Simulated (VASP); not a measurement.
# Al3Cu (Pmmm) in VASP: further runs

Runs on Al3Cu. Level: PBEsol. Tasks: single point.

Program: VASP 6.6.1. These are calculated values, not measurements. Logs are shortened: lines on timing, memory, paths and dates and some standing lists are left out, and cuts for length are marked.

### 1 The cell of the first run

It takes space group Pmmm (No. 47, orthorhombic). The conventional cell has a = 2.613 Å, b = 2.946 Å, c = 7.603 Å, α = 90.00°, β = 90.00°, γ = 90.00°. Al (site symmetry mmm) has 12 Al at 2.61 to 2.95 Å within 3.4 Å. Within 3.4 Å of Al (site symmetry mm2) lie 4 Cu at 2.59 Å and 9 Al at 2.61 to 3.36 Å. Cu (site symmetry mmm) has 8 Al at 2.59 Å and 4 Cu at 2.61 to 2.95 Å within 3.4 Å.

### 2 Single point, PBEsol (strain -0.0600 x Voigt [1, -1, 0, 0, 0, 0])

Contents of INCAR:

```
ALGO     = Fast           # electronic algorithm
EDIFF    = 1E-6           # SCF threshold, eV
ENCUT    = 520            # plane-wave cutoff, eV
GGA      = PS             # functional
ISIF     = 2              # what is computed and relaxed
ISMEAR   = 0              # smearing method
LASPH    = T              # aspherical terms in the spheres
LCHARG   = F              # write CHGCAR
LREAL    = F              # projectors in reciprocal space
LWAVE    = F              # write WAVECAR
NBANDS   = 18             # bands
NELM     = 80             # most SCF steps
PREC     = Accurate       # precision mode
SIGMA    = 0.15           # smearing width, eV
```

Contents of KPOINTS:

```
k-points
0
Gamma
  18 18 6
```

Contents of POSCAR:

```
Al3Cu
1.0
    2.6129020292      0.0000000000      0.0000000000
    0.0000000000      2.9464639904      0.0000000000
    0.0000000000      0.0000000000      7.6029571177
Al Cu
3 1
Direct
    0.0000000000      0.0000000000      0.5000000000
    0.5000000000      0.5000000000      0.2206884206
    0.5000000000      0.5000000000      0.7793115794
    0.0000000000      0.0000000000      0.0000000000
```

Potentials or basis: VASP PAW PBE potentials, release 64 (Al, Cu).

The run is started by

```sh
> cat potpaw_PBE.64/Al/POTCAR potpaw_PBE.64/Cu/POTCAR > POTCAR
> mpirun -np 1 vasp_std > vasp.out
```

OUTCAR:

```text
EDIFF = 1E-6
   ENCUT = 520
   GGA = PS
   ISIF = 2
   ISMEAR = 0
   LASPH = T
   LREAL = F
   NELM = 80
   PREC = Accurate

 ion  position               nearest neighbor table
   1  0.000  0.000  0.500-   2 2.90   3 2.90   2 2.90   3 2.90   2 2.90   3 2.90   2 2.90   3 2.90

   2  0.500  0.500  0.221-   4 2.59   4 2.59   4 2.59   4 2.59   1 2.90   1 2.90   1 2.90   1 2.90
                             3 3.36
   3  0.500  0.500  0.779-   4 2.59   4 2.59   4 2.59   4 2.59   1 2.90   1 2.90   1 2.90   1 2.90
                             2 3.36
   4  0.000  0.000  0.000-   2 2.59   3 2.59   2 2.59   3 2.59   2 2.59   3 2.59   2 2.59   3 2.59

  LATTYP: Found a simple orthorhombic cell.
 ALAT       =     2.6129020292
 B/A-ratio  =     1.1276595745
 C/A-ratio  =     2.9097750443

  Lattice vectors:

 A1 = (   2.6129020292,   0.0000000000,   0.0000000000)
 A2 = (   0.0000000000,   2.9464639904,   0.0000000000)
 A3 = (   0.0000000000,   0.0000000000,   7.6029571177)

Analysis of symmetry for initial positions (statically):
=====================================================================
 Subroutine PRICEL returns:
 Original cell was already a primitive cell.

 Routine SETGRP: Setting up the symmetry group for a
 simple orthorhombic supercell.

 Subroutine GETGRP returns: Found  8 space group operations
 (whereof  8 operations were pure point group operations)
 out of a pool of  8 trial point group operations.

The static configuration has the point symmetry D_2h.

Analysis of symmetry for dynamics (positions and initial velocities):
=====================================================================
 Subroutine PRICEL returns:
 Original cell was already a primitive cell.

 Routine SETGRP: Setting up the symmetry group for a
 simple orthorhombic supercell.

 Subroutine GETGRP returns: Found  8 space group operations
 (whereof  8 operations were pure point group operations)
 out of a pool of  8 trial point group operations.

The dynamic configuration has the point symmetry D_2h.

 Subroutine INISYM returns: Found  8 space group operations
 (whereof  8 operations are pure point group operations),
 and found     1 'primitive' translations

----------------------------------------------------------------------------------------

                                     Primitive cell

  volume of cell :      58.5338

  direct lattice vectors                    reciprocal lattice vectors
     2.612902029  0.000000000  0.000000000     0.382716225  0.000000000  0.000000000
     0.000000000  2.946463990  0.000000000     0.000000000  0.339389860  0.000000000
     0.000000000  0.000000000  7.602957118     0.000000000  0.000000000  0.131527771

  length of vectors
     2.612902029  2.946463990  7.602957118     0.382716225  0.339389860  0.131527771

  position of ions in fractional coordinates (direct lattice)
     0.000000000  0.000000000  0.500000000
     0.500000000  0.500000000  0.220688421
     0.500000000  0.500000000  0.779311579
     0.000000000  0.000000000  0.000000000

  ion indices of the primitive-cell ions
   primitive index   ion index
                 1           1
                 2           2
                 3           3
                 4           4

----------------------------------------------------------------------------------------

 KPOINTS: k-points

Automatic generation of k-mesh.
 Grid dimensions read from file:
 generate k-points for:   18   18    6

 Generating k-lattice:

  Cartesian coordinates                     Fractional coordinates (reciprocal lattice)
     0.021262012  0.000000000  0.000000000     0.055555556  0.000000000  0.000000000
     0.000000000  0.018854992  0.000000000     0.000000000  0.055555556  0.000000000
     0.000000000  0.000000000  0.021921295     0.000000000  0.000000000  0.166666667

  Length of vectors
     0.021262012  0.018854992  0.021921295

  Shift w.r.t. Gamma in fractional coordinates (k-lattice)
     0.000000000  0.000000000  0.000000000

 Subroutine IBZKPT returns following result:
 ===========================================

 Found    400 irreducible k-points:

 Following reciprocal coordinates:
            Coordinates               Weight
  0.000000  0.000000  0.000000      1.000000
  0.055556  0.000000  0.000000      2.000000
  0.111111  0.000000  0.000000      2.000000
  0.166667  0.000000  0.000000      2.000000
  0.222222  0.000000  0.000000      2.000000
  0.277778  0.000000  0.000000      2.000000
[... 16 lines left out ...]
  0.111111  0.111111  0.000000      4.000000
  0.166667  0.111111  0.000000      4.000000
 [... further k-points ...]
   k-points           NKPTS =    400   k-points in BZ     NKDIM =    400   number of bands    NBANDS=     18
   number of dos      NEDOS =    301   number of ions     NIONS =      4
   total plane-waves  NPLWV =  28800
   dimension x,y,z NGX =    20 NGY =   24 NGZ =   60
   dimension x,y,z NGXF=    40 NGYF=   48 NGZF=  120
   ions per type =               3   1
   NGX,Y,Z   is equivalent  to a cutoff of  12.73, 13.54, 13.12 a.u.
   NGXF,Y,Z  is equivalent  to a cutoff of  25.45, 27.08, 26.24 a.u.
 SYSTEM =  unknown system
   PREC   = accura    normal or accurate (medium, high low for compatibility)
   ISTART =      0    job   : 0-new  1-cont  2-samecut
   ICHARG =      2    charge: 1-file 2-atom 10-const
   ISPIN  =      1    spin polarized calculation?
   LNONCOLLINEAR =      F non collinear calculations
   LSORBIT =      F    spin-orbit coupling
   LASPH  =      T    aspherical Exc in radial PAW
   ENCUT  =  520.0 eV  38.22 Ry    6.18 a.u.   4.86  5.48 14.14*2*pi/ulx,y,z
   NELM   =     80;   NELMIN=  2; NELMDL= -5     # of ELM steps
   EDIFF  = 0.1E-05   stopping-criterion for ELM
   LREAL  =      F    real-space projection
   EDIFFG = 0.1E-04   stopping-criterion for IOM
   NSW    =      0    number of steps for IOM
   IBRION =     -1    ionic relax: 0-MD 1-quasi-New 2-CG
   NFREE  =      0    steps in history (QN), initial steepest desc. (CG)
   ISIF   =      2    stress and relaxation
   ISYM   =      2    0-nonsym 1-usesym 2-fastsym
   POTIM  = 0.5000    time-step for ionic-motion
   TEBEG  =    0.0;   TEEND  =   0.0 temperature during run
   PSTRESS=    0.0 pullay stress
   NELECT =      20.0000    total number of electrons
   NUPDOWN=      -1.0000    fix difference up-down
   EMIN   =  10.00;   EMAX   =-10.00  energy-range for DOS
   EFERMI =   0.00;   METHOD = LEGACY
   ISMEAR =     0;   SIGMA  =   0.15  broadening in eV -4-tet -1-fermi 0-gaus
   EFERMI_NEDOS =   21; number of points for ismear=-14 and -15
   IALGO  =     68    algorithm
   IMIX   =      4    mixing-type and parameters
     AMIX     =   0.40;   BMIX     =  1.00
     AMIX_MAG =   1.60;   BMIX_MAG =  1.00
  volume/ion in A,a.u.               =      14.63        98.75
  Fermi-wavevector in a.u.,A,eV,Ry     =   1.144500  2.162792 17.822011  1.309881
  Thomas-Fermi vector in A             =   2.281192
   LORBIT       =      0    0 simple, 1 ext, 2 COOP (PROOUT), +10 PAW based schemes
   GGA     = PS    functional components
   LHFCALC =     F    Hartree Fock is set to
   AEXX    =    0.0000 exact exchange contribution
   IVDW    =     0    specifies the selected vdW correction
   LEPSILON=     F    determine dielectric tensor
   LRPA    =     F    only Hartree local field effects (RPA)
 non-spin polarized calculation
 RMM-DIIS sequential band-by-band and
 Gauss-broadening in eV      SIGMA  =   0.15
  energy-cutoff  :      520.00
  volume of cell :       58.53
 maximum number of plane-waves:      1598
 NGX is ok and might be reduce to    20
   NGX =  9   NGY = 11   NGZ = 29

 number of electron      20.0000002 magnetization

 Free energy of the ion-electron system (eV)
  ---------------------------------------------------
  ext. energy  EPLUGINS =         0.00000000
  ---------------------------------------------------
  free energy    TOTEN  =       -16.83827676 eV

  energy without entropy =      -16.82385485  energy(sigma->0) =      -16.83106581

 E-fermi :   8.4707     XC(G=0): -10.9524

 val. band max:        8.4694875608   @ k =   0.3889   0.3333   0.5000
 cond. band min:       8.4783069590   @ k =   0.0000   0.4444   0.5000
 fundamental gap:      0.0088193982
 Fermi energy:         8.4707121399

 k-point     1 :       0.0000    0.0000    0.0000
  band No.  band energies     occupation
      1      -2.7975      2.00000
      2      -0.3893      2.00000
      3      -0.1130      2.00000
      4       3.7999      2.00000
      5       3.9980      2.00000
      6       4.5904      2.00000
[... 10 lines left out ...]
     17      17.8838      0.00000
     18      18.7372      0.00000

 k-point     2 :       0.0556    0.0000    0.0000
  band No.  band energies     occupation
      1      -2.7299      2.00000
      2      -0.3280      2.00000
      3      -0.0452      2.00000
      4       3.8257      2.00000
      5       4.0139      2.00000
      6       4.5959      2.00000
[... 10 lines left out ...]
     17      17.5784      0.00000
     18      18.6053      0.00000

 k-point     3 :       0.1111    0.0000    0.0000
  band No.  band energies     occupation
      1      -2.5274      2.00000
      2      -0.1450      2.00000
      3       0.1575      2.00000
      4       3.8981      2.00000
      5       4.0606      2.00000
      6       4.6117      2.00000
[... 10 lines left out ...]
     17      16.4403      0.00000
     18      17.8913      0.00000

 k-point     4 :       0.1667    0.0000    0.0000
  band No.  band energies     occupation
      1      -2.1914      2.00000
      2       0.1569      2.00000
      3       0.4928      2.00000
      4       4.0017      2.00000
      5       4.1370      2.00000
      6       4.6359      2.00000
[... 375 lines left out ...]
      4       3.8429      2.00000
      5       4.0670      2.00000
      6       4.4817      2.00000
[... 10 lines left out ...]
     17      18.3954      0.00000
     18      18.8616      0.00000

 k-point    23 :       0.1111    0.1111    0.0000
  band No.  band energies     occupation
      1      -2.3159      2.00000
      2       0.0426      2.00000
      3       0.3680      2.00000
      4       3.9185      2.00000
      5       4.1112      2.00000
      6       4.5054      2.00000
[... 10 lines left out ...]
     17      18.1412      0.00000
     18      19.0225      0.00000

 k-point    24 :       0.1667    0.1111    0.0000
  band No.  band energies     occupation
      1      -1.9810      2.00000
      2       0.3421      2.00000
      3       0.7012      2.00000
      4       4.0300      2.00000
      5       4.1814      2.00000
      6       4.5406      2.00000
[... 10 lines left out ...]
     17      18.4301      0.00000
     18      19.2962      0.00000

 [... further k-points ...]

------------------------ aborting loop because EDIFF is reached ----------------------------------------

  FORCE on cell =-STRESS in cart. coord.  units (eV):
  Direction    XX          YY          ZZ          XY          YZ          ZX
  --------------------------------------------------------------------------------------
  -------------------------------------------------------------------------------------
  Total        3.0965487     -1.1630804     -0.3914845      0.0000000      0.0000000      0.0000000
  in kB       84.7581946    -31.8356355    -10.7156469      0.0000000      0.0000000      0.0000000
  external PRESSURE =      14.0689708 kB  Pullay stress =       0.0000000 kB

 VOLUME and BASIS-vectors are now :
 -----------------------------------------------------------------------------
  energy-cutoff  :      520.00
  volume of cell :       58.53
      direct lattice vectors                 reciprocal lattice vectors
     2.612902029  0.000000000  0.000000000     0.382716225  0.000000000  0.000000000
     0.000000000  2.946463990  0.000000000     0.000000000  0.339389860  0.000000000
     0.000000000  0.000000000  7.602957118     0.000000000  0.000000000  0.131527771

 POSITION                                       TOTAL-FORCE (eV/Angst)
 -----------------------------------------------------------------------------------
      0.00000      0.00000      3.80148         0.000000      0.000000      0.000000
      1.30645      1.47323      1.67788         0.000000     -0.000000      0.044309
      1.30645      1.47323      5.92507        -0.000000      0.000000     -0.044309
      0.00000      0.00000      0.00000         0.000000      0.000000      0.000000
 -----------------------------------------------------------------------------------
    total drift:                                0.000000     -0.000000     -0.000000

  FREE ENERGIE OF THE ION-ELECTRON SYSTEM (eV)
  ---------------------------------------------------
  free  energy   TOTEN  =       -16.8382767610 eV

  energy  without entropy=      -16.8238548530  energy(sigma->0) =      -16.83106581
```

It took 13 min on 1 thread of Intel Xeon 8259CL, shared host; peak memory 0.48 GiB.

Results:

```
Free energy            : -16.8383 eV
Pressure               : 1.4 GPa
Largest force          : 0.044 eV/Å
Band gap on the k mesh : zero (bands 10 and 11 overlap by 6.60 eV)
```

Forces on the atoms (eV/Å):
```
Al   0.000  0.000  0.000
Al   0.000  0.000  0.044
Al   0.000  0.000 -0.044
Cu   0.000  0.000  0.000
```

Caveat: the cell differs from its parent crystal (strain -0.0600 x Voigt [1, -1, 0, 0, 0, 0]); the PAW data sets were made with another functional, which shifts forces and pressure a little.

### 3 Single point, PBEsol (strain +0.0450 x Voigt [1, -1, 0, 0, 0, 0])

Contents of INCAR:

```
  PREC = Accurate
  ENCUT = 520
  EDIFF = 1E-6
  ISMEAR = 0
  SIGMA = 0.15
  LREAL = F
  LASPH = T
  NELM = 60
  ALGO = Fast
  ISIF = 2
  LWAVE = F
  LCHARG = F
  GGA = PS
  NBANDS = 18
```

Contents of KPOINTS:

```
Automatic mesh
0
Gamma
  18 18 6
```

POSCAR: that of step 2 with these lines changed.

```diff
@@ -2,4 +2,4 @@
 1.0
-    2.6129020292      0.0000000000      0.0000000000
-    0.0000000000      2.9464639904      0.0000000000
+    2.9047687452      0.0000000000      0.0000000000
+    0.0000000000      2.6545972744      0.0000000000
     0.0000000000      0.0000000000      7.6029571177
```

Potentials or basis: VASP PAW PBE potentials, release 64 (Al, Cu).

The run is started by

```sh
> cat potpaw_PBE.64/Al/POTCAR potpaw_PBE.64/Cu/POTCAR > POTCAR
> mpirun -np 1 vasp_std > vasp.out
```

Run time: 10 min. Hardware: 1 thread of Intel Xeon 8259CL, shared host; peak memory 0.49 GiB.

The run converged. Its results:

* Free energy: -16.8939 eV
* Pressure: 0.6 GPa
* Largest force: 0.041 eV/Å
* Band gap on the k mesh: zero (bands 10 and 11 overlap by 6.49 eV)

Forces on the atoms (eV/Å):
```
Al   0.000  0.000  0.000
Al   0.000  0.000  0.041
Al   0.000  0.000 -0.041
Cu   0.000  0.000  0.000
```

Stress tensor (GPa, compression positive):
```
-2.80  0.00  0.00
 0.00  5.60  0.00
 0.00  0.00 -1.05
```

Levels at points of the mesh, in eV from the Fermi level:
| k point | band 8 | band 9 | band 10 | band 11 | band 12 | band 13 |
| --- | --- | --- | --- | --- | --- | --- |
| (0.00, 0.00, 0.00) | -3.27 | -1.85 | 0.41 | 5.00 | 5.98 | 7.45 |
| (0.50, 0.00, 0.00) | -3.59 | -3.47 | -2.73 | -2.35 | 2.28 | 3.40 |
| (0.00, 0.50, 0.00) | -3.67 | -3.51 | -2.00 | -1.47 | 2.98 | 4.31 |
| (0.50, 0.50, 0.00) | -0.41 | -0.33 | -0.01 | 0.21 | 0.31 | 0.78 |
| (0.00, 0.00, 0.50) | -3.54 | -3.27 | 3.98 | 5.48 | 5.61 | 5.65 |
| (0.50, 0.00, 0.50) | -3.47 | -2.86 | -1.47 | -1.44 | -0.39 | 0.32 |
| (0.00, 0.50, 0.50) | -3.67 | -2.45 | -0.67 | -0.58 | 0.52 | 1.22 |
| (0.50, 0.50, 0.50) | -1.62 | -1.54 | -0.48 | -0.45 | 0.67 | 1.63 |

Caveat: the cell differs from its parent crystal (strain +0.0450 x Voigt [1, -1, 0, 0, 0, 0]); the PAW data sets were made with another functional, which shifts forces and pressure a little.

### 4 Single point, PBEsol (strain +0.0525 x Voigt [1, -1, 0, 0, 0, 0])

Contents of INCAR:

```
SYSTEM = Al3Cu
ALGO = Fast ; EDIFF = 1E-6
ENCUT = 520 ; GGA = PS
ISIF = 2 ; ISMEAR = 0
LASPH = .True. ; LCHARG = .False.
LREAL = .False. ; LWAVE = .False.
NBANDS = 18 ; NELM = 60
PREC = Accurate ; SIGMA = 0.15
```

Contents of KPOINTS:

```
k-points
0
Gamma
  18 18 6
  0 0 0
```

POSCAR: that of step 3 with these lines changed.

```diff
@@ -2,4 +2,4 @@
 1.0
-    2.9047687452      0.0000000000      0.0000000000
-    0.0000000000      2.6545972744      0.0000000000
+    2.9256163678      0.0000000000      0.0000000000
+    0.0000000000      2.6337496518      0.0000000000
     0.0000000000      0.0000000000      7.6029571177
```

The run is started by

```sh
> cat potpaw_PBE.64/Al/POTCAR potpaw_PBE.64/Cu/POTCAR > POTCAR
> mpirun -np 1 vasp_std > vasp.out
```

It took 11 min on 1 thread of Intel Xeon 8259CL, shared host; peak memory 0.49 GiB.

It converged, with:

```
Free energy            : -16.8685 eV
Pressure               : 1.6 GPa
Largest force          : 0.042 eV/Å
Band gap on the k mesh : zero (bands 10 and 11 overlap by 6.55 eV)
```

Forces in eV/Å, atoms in the order of the input:
```
Al   0.000  0.000  0.000
Al   0.000  0.000  0.042
Al   0.000  0.000 -0.042
Cu   0.000  0.000  0.000
```

Stress tensor (GPa, compression positive):
```
-2.30  0.00  0.00
 0.00  7.45  0.00
 0.00  0.00 -0.44
```

Levels at points of the mesh, in eV from the Fermi level:
```csv
k point,band 8,band 9,band 10,band 11,band 12,band 13
"(0.00, 0.00, 0.00)",-3.27,-1.86,0.40,4.74,5.85,7.20
"(0.50, 0.00, 0.00)",-3.57,-3.46,-2.79,-2.42,2.21,3.32
"(0.00, 0.50, 0.00)",-3.69,-3.48,-1.94,-1.40,3.04,4.39
"(0.50, 0.50, 0.00)",-0.40,-0.32,-0.03,0.15,0.34,0.79
"(0.00, 0.00, 0.50)",-3.52,-3.27,3.96,5.36,5.39,5.46
"(0.50, 0.00, 0.50)",-3.46,-2.90,-1.54,-1.50,-0.46,0.24
"(0.00, 0.50, 0.50)",-3.69,-2.42,-0.60,-0.50,0.60,1.29
"(0.50, 0.50, 0.50)",-1.58,-1.53,-0.47,-0.44,0.69,1.64
```

Caveat: the cell differs from its parent crystal (strain +0.0525 x Voigt [1, -1, 0, 0, 0, 0]); the PAW data sets were made with another functional, which shifts forces and pressure a little.

### 5 Overview

| cell | gap on the mesh (eV) | pressure (GPa) | largest force (eV/Å) |
| --- | --- | --- | --- |
| a = 2.613, b = 2.946, c = 7.603 Å, 4 atoms | none | 1.4 | 0.04 |
| a = 2.905, b = 2.655, c = 7.603 Å, 4 atoms | none | 0.6 | 0.04 |
| a = 2.926, b = 2.634, c = 7.603 Å, 4 atoms | none | 1.6 | 0.04 |

Alike in all rows: task single point; level PBEsol; potentials or basis VASP PAW PBE potentials, release 64 (Al, Cu); no spin polarisation; k mesh 18 × 18 × 6; cutoff (eV) 520; smearing gaussian 0.15 eV.

Caveats: the PAW data sets were made with another functional, which shifts forces and pressure a little.

Absolute energies hang on the potentials; compare differences alone.
